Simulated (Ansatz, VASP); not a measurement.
Given: the input of a run of VASP 6.6.1 on Au.

INCAR

```
ALGO = Normal
EDIFF = 1E-7
ENCUT = 520
GGA = PS
ISIF = 2
ISMEAR = -1
LASPH = T
LCHARG = F
LREAL = F
LWAVE = F
NBANDS = 12
NELM = 60
PREC = Accurate
SIGMA = 0.05
```

File KPOINTS:

```
k-points
0
Gamma
  11 11 11
```

File POSCAR:

```
Au
1.0
   -0.0407000000      2.0350000000      2.0350000000
    2.0350000000     -0.0407000000      2.0350000000
    1.9943000000      1.9943000000      0.0000000000
Au
1
Direct
    0.0000000000      0.0000000000      0.0000000000
```

Potentials or basis: VASP PAW PBE potentials, release 64 (Au).

Command:

```bash
$ cat potpaw_PBE.64/Au/POTCAR > POTCAR
$ mpirun -np 1 vasp_std > vasp.out
```

Question: Set up the same calculation for Ansatz 0.2.0. Potentials there: all-electron LAPW, scalar-relativistic.

Answer: As run (the cutoff follows the program's own potentials):

Contents of input.yaml:

```yaml
crystal:
  lattice:
    - [-0.0407, 2.035, 2.035]
    - [2.035, -0.0407, 2.035]
    - [1.9943, 1.9943, 0.0]
  atoms:
    - { symbol: Au, position: [0.0, 0.0, 0.0] }
kpoints:
  mp_grid: { grid: [11, 11, 11] }
scf:
  occupations: { method: fermi_dirac, width: 0.05 }
hamiltonian:
  xc: pbesol
  pseudopotentials: { kind: all_electron, lapw: { basis_error: 0.001 } }
output:
  forces: true
  stress: true
  eigenvalues: true
```

Potentials or basis: all-electron LAPW, scalar-relativistic.

The run is started by

```console
$ ansatz run input.yaml --threads 1 --pin off --max-ram 3072MiB --backend cpu --events-out ev --progress --plain --runs-dir out
```

Both were run:

|  | VASP | Ansatz | Ansatz less VASP |
| --- | --- | --- | --- |
| gap on the k mesh at the Fermi level (eV) | none | none | - |
| pressure (GPa) | 1.6 | 1.9 | +0.28 |
| traceless stress, the component that is largest in VASP (GPa) | 2.36 | 2.37 | +0.010 |

VASP's potentials were made for PBE, not for PBEsol. A gap of «none» marks a metal or a gap that the smearing closes. Ansatz ran all-electron here, and VASP with PAW potentials.

Spin-orbit coupling is off throughout.
